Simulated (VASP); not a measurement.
Crystal: Mo.

```
Mo
1.0
     3.15000    0.00000    0.00000
     0.00000    3.15000    0.00000
     0.00000    0.00000    3.15000
Mo
2
Cartesian
  0.0000 0.0000 0.0000
  1.5750 1.5750 1.5750
```

```yaml
Program: VASP 6.6.1
Task: relaxation of cell and atoms
Functional: PBEsol
Potentials_or_basis: VASP PAW PBE potentials, release 64 (Mo_sv)
Cutoff: 600 eV
k_mesh: 7 × 7 × 7
Occupations: fermi-dirac, width 0.1 eV
Spin: no spin polarisation
```

At the start: pressure -4.4 GPa; volume 15.63 Å³/atom.

Problem. How do energy, volume and symmetry change on relaxing?

Solution. Over 3 steps the energy falls by 3.6 meV/atom and the volume is 15.37 Å³/atom (-1.6 %); space group Im-3m (No. 229, to 0.05 Å).

The path:
```tsv
step	energy change (eV)	largest force (eV/Å)	pressure (GPa)	volume (Å³)
1	0.0000	0.0000	-4.43	31.26
2	0.0519	0.0000	14.12	29.34
3	-0.0072	0.0000	-0.12	30.75
```

Final structure:
```cif
data_structure
_symmetry_space_group_name_H-M 'P 1'
_symmetry_Int_Tables_number 1
_cell_length_a 3.1329
_cell_length_b 3.1329
_cell_length_c 3.1329
_cell_angle_alpha 90.000
_cell_angle_beta 90.000
_cell_angle_gamma 90.000
_cell_volume 30.75
loop_
_atom_site_label
_atom_site_type_symbol
_atom_site_fract_x
_atom_site_fract_y
_atom_site_fract_z
_atom_site_occupancy
Mo1 Mo 0.00000 0.00000 0.00000 1
Mo2 Mo 0.50000 0.50000 0.50000 1
```

Caveat: the PAW data sets were made with another functional, which shifts forces and pressure a little.
